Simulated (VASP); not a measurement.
# AlRu (Pm-3m) in VASP: notebook

AlRu is run at these levels: LDA; tasks: single point, relaxation of cell and atoms.

Program: VASP 6.6.1. These are calculated values, not measurements. Logs are shortened: lines on timing, memory, paths and dates and some standing lists are left out, and cuts for length are marked.

**1. The cell of the first run**

It takes space group Pm-3m (No. 221, cubic). The conventional cell has a = 2.954 Å, b = 2.954 Å, c = 2.954 Å, α = 90.00°, β = 90.00°, γ = 90.00°. Al (site symmetry m-3m) has 8 Ru at 2.56 Å and 6 Al at 2.95 Å within 3.4 Å. Ru (site symmetry m-3m) has 8 Al at 2.56 Å and 6 Ru at 2.95 Å within 3.4 Å.

**2. Single point, LDA**

INCAR

```
SYSTEM = AlRu
  PREC = Accurate
  ENCUT = 520
  EDIFF = 1E-7
  ISMEAR = -1
  SIGMA = 0.08
  LREAL = .FALSE.
  LASPH = .TRUE.
  NELM = 60
  ALGO = Normal
  ISIF = 2
  LWAVE = .FALSE.
  LCHARG = .FALSE.
  NBANDS = 16
```

KPOINTS

```
Automatic mesh
0
G
  14 14 14
  0 0 0
```

POSCAR

```
AlRu
1.0
    2.9543637538      0.0000000000      0.0000000000
    0.0000000000      2.9543637538      0.0000000000
    0.0000000000      0.0000000000      2.9543637538
Al Ru
1 1
Direct
    0.0000000000      0.0000000000      0.0000000000
    0.5000000000      0.5000000000      0.5000000000
```

Potentials or basis: VASP PAW LDA potentials, release 64 (Al, Ru_pv).

The run is started by

```console
$ cat potpaw_LDA.64/Al/POTCAR potpaw_LDA.64/Ru_pv/POTCAR > POTCAR
$ mpirun -np 1 vasp_std > vasp.out
```

OUTCAR:

```text
SYSTEM = AlRu
   PREC = Accurate
   ENCUT = 520
   EDIFF = 1E-7
   ISMEAR = -1
   LREAL = .FALSE.
   LASPH = .TRUE.
   NELM = 60
   ISIF = 2

 ion  position               nearest neighbor table
   1  0.000  0.000  0.000-   2 2.56   2 2.56   2 2.56   2 2.56   2 2.56   2 2.56   2 2.56   2 2.56

   2  0.500  0.500  0.500-   1 2.56   1 2.56   1 2.56   1 2.56   1 2.56   1 2.56   1 2.56   1 2.56

  LATTYP: Found a simple cubic cell.
 ALAT       =     2.9543637538

  Lattice vectors:

 A1 = (   2.9543637538,   0.0000000000,   0.0000000000)
 A2 = (   0.0000000000,   2.9543637538,   0.0000000000)
 A3 = (   0.0000000000,   0.0000000000,   2.9543637538)

Analysis of symmetry for initial positions (statically):
=====================================================================
 Subroutine PRICEL returns:
 Original cell was already a primitive cell.

 Routine SETGRP: Setting up the symmetry group for a
 simple cubic supercell.

 Subroutine GETGRP returns: Found 48 space group operations
 (whereof 48 operations were pure point group operations)
 out of a pool of 48 trial point group operations.

The static configuration has the point symmetry O_h .

Analysis of symmetry for dynamics (positions and initial velocities):
=====================================================================
 Subroutine PRICEL returns:
 Original cell was already a primitive cell.

 Routine SETGRP: Setting up the symmetry group for a
 simple cubic supercell.

 Subroutine GETGRP returns: Found 48 space group operations
 (whereof 48 operations were pure point group operations)
 out of a pool of 48 trial point group operations.

The dynamic configuration has the point symmetry O_h .

 Subroutine INISYM returns: Found 48 space group operations
 (whereof 48 operations are pure point group operations),
 and found     1 'primitive' translations

----------------------------------------------------------------------------------------

                                     Primitive cell

  volume of cell :      25.7865

  direct lattice vectors                    reciprocal lattice vectors
     2.954363754  0.000000000  0.000000000     0.338482355  0.000000000  0.000000000
     0.000000000  2.954363754  0.000000000     0.000000000  0.338482355  0.000000000
     0.000000000  0.000000000  2.954363754     0.000000000  0.000000000  0.338482355

  length of vectors
     2.954363754  2.954363754  2.954363754     0.338482355  0.338482355  0.338482355

  position of ions in fractional coordinates (direct lattice)
     0.000000000  0.000000000  0.000000000
     0.500000000  0.500000000  0.500000000

  ion indices of the primitive-cell ions
   primitive index   ion index
                 1           1
                 2           2

----------------------------------------------------------------------------------------

 KPOINTS: Automatic mesh

Automatic generation of k-mesh.
 Grid dimensions read from file:
 generate k-points for:   14   14   14

 Generating k-lattice:

  Cartesian coordinates                     Fractional coordinates (reciprocal lattice)
     0.024177311  0.000000000  0.000000000     0.071428571  0.000000000  0.000000000
     0.000000000  0.024177311  0.000000000     0.000000000  0.071428571  0.000000000
     0.000000000  0.000000000  0.024177311     0.000000000  0.000000000  0.071428571

  Length of vectors
     0.024177311  0.024177311  0.024177311

  Shift w.r.t. Gamma in fractional coordinates (k-lattice)
     0.000000000  0.000000000  0.000000000

 Subroutine IBZKPT returns following result:
 ===========================================

 Found    120 irreducible k-points:

 Following reciprocal coordinates:
            Coordinates               Weight
  0.000000  0.000000  0.000000      1.000000
  0.071429  0.000000  0.000000      6.000000
  0.142857  0.000000  0.000000      6.000000
  0.214286  0.000000  0.000000      6.000000
  0.285714  0.000000  0.000000      6.000000
  0.357143  0.000000  0.000000      6.000000
[... 16 lines left out ...]
  0.285714  0.214286  0.000000     24.000000
  0.357143  0.214286  0.000000     24.000000
 [... further k-points ...]
   k-points           NKPTS =    120   k-points in BZ     NKDIM =    120   number of bands    NBANDS=     16
   number of dos      NEDOS =    301   number of ions     NIONS =      2
   total plane-waves  NPLWV =  13824
   dimension x,y,z NGX =    24 NGY =   24 NGZ =   24
   dimension x,y,z NGXF=    48 NGYF=   48 NGZF=   48
   ions per type =               1   1
   NGX,Y,Z   is equivalent  to a cutoff of  13.51, 13.51, 13.51 a.u.
   NGXF,Y,Z  is equivalent  to a cutoff of  27.01, 27.01, 27.01 a.u.
 SYSTEM =  AlRu
   PREC   = accura    normal or accurate (medium, high low for compatibility)
   ISTART =      0    job   : 0-new  1-cont  2-samecut
   ICHARG =      2    charge: 1-file 2-atom 10-const
   ISPIN  =      1    spin polarized calculation?
   LNONCOLLINEAR =      F non collinear calculations
   LSORBIT =      F    spin-orbit coupling
   LASPH  =      T    aspherical Exc in radial PAW
   ENCUT  =  520.0 eV  38.22 Ry    6.18 a.u.   5.49  5.49  5.49*2*pi/ulx,y,z
   NELM   =     60;   NELMIN=  2; NELMDL= -5     # of ELM steps
   EDIFF  = 0.1E-06   stopping-criterion for ELM
   LREAL  =      F    real-space projection
   EDIFFG = 0.1E-05   stopping-criterion for IOM
   NSW    =      0    number of steps for IOM
   IBRION =     -1    ionic relax: 0-MD 1-quasi-New 2-CG
   NFREE  =      0    steps in history (QN), initial steepest desc. (CG)
   ISIF   =      2    stress and relaxation
   ISYM   =      2    0-nonsym 1-usesym 2-fastsym
   POTIM  = 0.5000    time-step for ionic-motion
   TEBEG  =    0.0;   TEEND  =   0.0 temperature during run
   PSTRESS=    0.0 pullay stress
   NELECT =      17.0000    total number of electrons
   NUPDOWN=      -1.0000    fix difference up-down
   EMIN   =  10.00;   EMAX   =-10.00  energy-range for DOS
   EFERMI =   0.00;   METHOD = LEGACY
   ISMEAR =    -1;   SIGMA  =   0.08  broadening in eV -4-tet -1-fermi 0-gaus
   EFERMI_NEDOS =   21; number of points for ismear=-14 and -15
   IALGO  =     38    algorithm
   IMIX   =      4    mixing-type and parameters
     AMIX     =   0.40;   BMIX     =  1.00
     AMIX_MAG =   1.60;   BMIX_MAG =  1.00
  volume/ion in A,a.u.               =      12.89        87.01
  Fermi-wavevector in a.u.,A,eV,Ry     =   1.424822  2.692522 27.621415  2.030117
  Thomas-Fermi vector in A             =   2.545272
   LORBIT       =      0    0 simple, 1 ext, 2 COOP (PROOUT), +10 PAW based schemes
   GGA     = CA    functional components
   LHFCALC =     F    Hartree Fock is set to
   AEXX    =    0.0000 exact exchange contribution
   IVDW    =     0    specifies the selected vdW correction
   LEPSILON=     F    determine dielectric tensor
   LRPA    =     F    only Hartree local field effects (RPA)
 non-spin polarized calculation
  energy-cutoff  :      520.00
  volume of cell :       25.79
 maximum number of plane-waves:       739
 NGX is ok and might be reduce to    24
   NGX = 11   NGY = 11   NGZ = 11

 number of electron      16.9999998 magnetization

 Free energy of the ion-electron system (eV)
  ---------------------------------------------------
  ext. energy  EPLUGINS =         0.00000000
  ---------------------------------------------------
  free energy    TOTEN  =       -16.19495538 eV

  energy without entropy =      -16.16065085  energy(sigma->0) =      -16.17780312

 E-fermi :  11.0621     XC(G=0): -12.9868

 val. band max:       11.0615348235   @ k =   0.1429   0.0714   0.0714
 cond. band min:      11.0750119042   @ k =   0.3571   0.1429   0.0000
 fundamental gap:      0.0134770807
 Fermi energy:        11.0620749106

 k-point     1 :       0.0000    0.0000    0.0000
  band No.  band energies     occupation
      1     -30.5232      2.00000
      2     -30.5232      2.00000
      3     -30.5232      2.00000
      4       1.1746      2.00000
      5       7.2547      2.00000
      6       7.2547      2.00000
[... 8 lines left out ...]
     15      22.7324      0.00000
     16      26.6873      0.00000

 k-point     2 :       0.0714    0.0000    0.0000
  band No.  band energies     occupation
      1     -30.5356      2.00000
      2     -30.5222      2.00000
      3     -30.5222      2.00000
      4       1.2761      2.00000
      5       7.2907      2.00000
      6       7.2943      2.00000
[... 8 lines left out ...]
     15      22.7337      0.00000
     16      26.9943      0.00000

 k-point     3 :       0.1429    0.0000    0.0000
  band No.  band energies     occupation
      1     -30.5701      2.00000
      2     -30.5192      2.00000
      3     -30.5192      2.00000
      4       1.5756      2.00000
      5       7.3850      2.00000
      6       7.3941      2.00000
[... 8 lines left out ...]
     15      23.4075      0.00000
     16      27.9592      0.00000

 k-point     4 :       0.2143    0.0000    0.0000
  band No.  band energies     occupation
      1     -30.6196      2.00000
      2     -30.5150      2.00000
      3     -30.5150      2.00000
      4       2.0583      2.00000
      5       7.4380      2.00000
      6       7.5504      2.00000
[... 8 lines left out ...]
     15      23.9670      0.00000
     16      28.5031      0.00000
[... 324 lines left out ...]
 k-point    22 :       0.2143    0.2143    0.0000
  band No.  band energies     occupation
      1     -30.6128      2.00000
      2     -30.6069      2.00000
      3     -30.5068      2.00000
      4       2.8645      2.00000
      5       7.5668      2.00000
      6       7.9556      2.00000
[... 8 lines left out ...]
     15      25.8919      0.00000
     16      26.2216      0.00000

 k-point    23 :       0.2857    0.2143    0.0000
  band No.  band energies     occupation
      1     -30.6637      2.00000
      2     -30.6041      2.00000
      3     -30.5021      2.00000
      4       3.4339      2.00000
      5       7.3942      2.00000
      6       8.1674      2.00000
[... 8 lines left out ...]
     15      25.0858      0.00000
     16      26.5755      0.00000

 k-point    24 :       0.3571    0.2143    0.0000
  band No.  band energies     occupation
      1     -30.7117      2.00000
      2     -30.5991      2.00000
      3     -30.4978      2.00000
      4       4.0957      2.00000
      5       6.9679      2.00000
      6       8.3593      2.00000
[... 8 lines left out ...]
     15      23.9262      0.00000
     16      25.6340      0.00000

 [... further k-points ...]

------------------------ aborting loop because EDIFF is reached ----------------------------------------

  FORCE on cell =-STRESS in cart. coord.  units (eV):
  Direction    XX          YY          ZZ          XY          YZ          ZX
  --------------------------------------------------------------------------------------
  -------------------------------------------------------------------------------------
  Total        0.0950632      0.0950632      0.0950632     -0.0000000     -0.0000000      0.0000000
  in kB        5.9065146      5.9065146      5.9065146     -0.0000000     -0.0000000      0.0000000
  external PRESSURE =       5.9065146 kB  Pullay stress =       0.0000000 kB

 VOLUME and BASIS-vectors are now :
 -----------------------------------------------------------------------------
  energy-cutoff  :      520.00
  volume of cell :       25.79
      direct lattice vectors                 reciprocal lattice vectors
     2.954363754  0.000000000  0.000000000     0.338482355  0.000000000  0.000000000
     0.000000000  2.954363754  0.000000000     0.000000000  0.338482355  0.000000000
     0.000000000  0.000000000  2.954363754     0.000000000  0.000000000  0.338482355

 POSITION                                       TOTAL-FORCE (eV/Angst)
 -----------------------------------------------------------------------------------
      0.00000      0.00000      0.00000         0.000000      0.000000      0.000000
      1.47718      1.47718      1.47718         0.000000      0.000000      0.000000
 -----------------------------------------------------------------------------------
    total drift:                                0.000000     -0.000000     -0.000000

  FREE ENERGIE OF THE ION-ELECTRON SYSTEM (eV)
  ---------------------------------------------------
  free  energy   TOTEN  =       -16.1949553771 eV

  energy  without entropy=      -16.1606508541  energy(sigma->0) =      -16.17780312
```

It took 15 s on 1 thread of Intel Xeon 6975P-C, shared host; peak memory 0.17 GiB.

Results:

* Free energy: -16.1950 eV
* Pressure: 0.6 GPa
* Band gap on the k mesh: zero (an odd number of electrons rules out a gap without spin polarisation)

[end of part 1 of 2]
